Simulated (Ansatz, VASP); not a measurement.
SrO: VASP beside Ansatz

POSCAR

```
SrO
1.0
    0.0000000000      2.7685461326      2.7685461326
    2.7685461326      0.0000000000      2.7685461326
    2.7685461326      2.7685461326      0.0000000000
Sr O
1 1
Direct
    0.0000000000      0.0000000000      0.0000000000
    0.2500000000      0.2500000000      0.2500000000
```

File INCAR.step1:

```
SYSTEM = SrO
PREC     = Accurate       ! precision mode
ENCUT    = 520            ! plane-wave cutoff, eV
ISMEAR   = 0              ! smearing method
SIGMA    = 0.01           ! smearing width, eV
LREAL    = .FALSE.        ! projectors in reciprocal space
LASPH    = .TRUE.         ! aspherical terms in the spheres
NELM     = 60             ! most SCF steps
NBANDS   = 15             ! bands
GGA      = PE             ! functional
ALGO     = Normal         ! electronic algorithm
EDIFF    = 1E-4           ! SCF threshold, eV
LWAVE    = .TRUE.         ! write WAVECAR
LCHARG   = .FALSE.        ! write CHGCAR
```

Contents of INCAR.step2:

```
SYSTEM = SrO
PREC     = Accurate       ! precision mode
ENCUT    = 520            ! plane-wave cutoff, eV
EDIFF    = 1E-7           ! SCF threshold, eV
ISMEAR   = 0              ! smearing method
SIGMA    = 0.01           ! smearing width, eV
LREAL    = .FALSE.        ! projectors in reciprocal space
LASPH    = .TRUE.         ! aspherical terms in the spheres
NELM     = 60             ! most SCF steps
ALGO     = Normal         ! electronic algorithm
ISIF     = 2              ! what is computed and relaxed
LWAVE    = .FALSE.        ! write WAVECAR
LCHARG   = .FALSE.        ! write CHGCAR
METAGGA  = R2SCAN         ! meta-GGA
LMIXTAU  = .TRUE.       
NBANDS   = 15             ! bands
ISTART   = 1
```

The input KPOINTS:

```
regular mesh
0
G
  8 8 8
  0 0 0
```

Input for Ansatz:

```yaml
crystal:
  lattice:
    - [0.0, 2.7685461326, 2.7685461326]
    - [2.7685461326, 0.0, 2.7685461326]
    - [2.7685461326, 2.7685461326, 0.0]
  atoms:
    - { symbol: Sr, position: [0.0, 0.0, 0.0] }
    - { symbol: O, position: [0.25, 0.25, 0.25] }
kpoints:
  mp_grid: { grid: [8, 8, 8] }
  band_path:
    path:
      - [0.0, 0.0, 0.0]
      - [-0.5, -0.5, 0.0]
      - [-0.375, -0.375, 0.25]
      - [-0.375, 0.0, 0.375]
      - [0.0, 0.0, 0.5]
      - [-0.5, -0.25, 0.25]
    npoints: 1
hamiltonian:
  xc: r2scan
scf:
  occupations: { method: fixed }
  n_extra_bands: 4
output:
  forces: true
  stress: true
  eigenvalues: true
```

Change from the starting cell: hydrostatic strain -0.9%.

Alike in both runs: task single point; functional r2SCAN; k mesh 8 × 8 × 8; no spin polarisation.

|  | VASP | Ansatz |
| --- | --- | --- |
| version | VASP 6.6.1 | Ansatz 0.2.0 |
| potentials or method | VASP PAW PBE potentials, release 64 (Sr_sv, O) | plane waves, PAW |
| plane-wave cutoff (eV) | 520 | 500 |
| occupations | gaussian, width 0.01 eV | fixed |
| valence electrons in the cell | 16 | 16 |

```csv
,VASP,Ansatz,Ansatz less VASP
gap on the k mesh at the Fermi level (eV),2.97,2.96,-0.015
pressure (GPa),2.3,1.8,-0.53
```

VASP's potentials were made for PBE, not for r2SCAN.
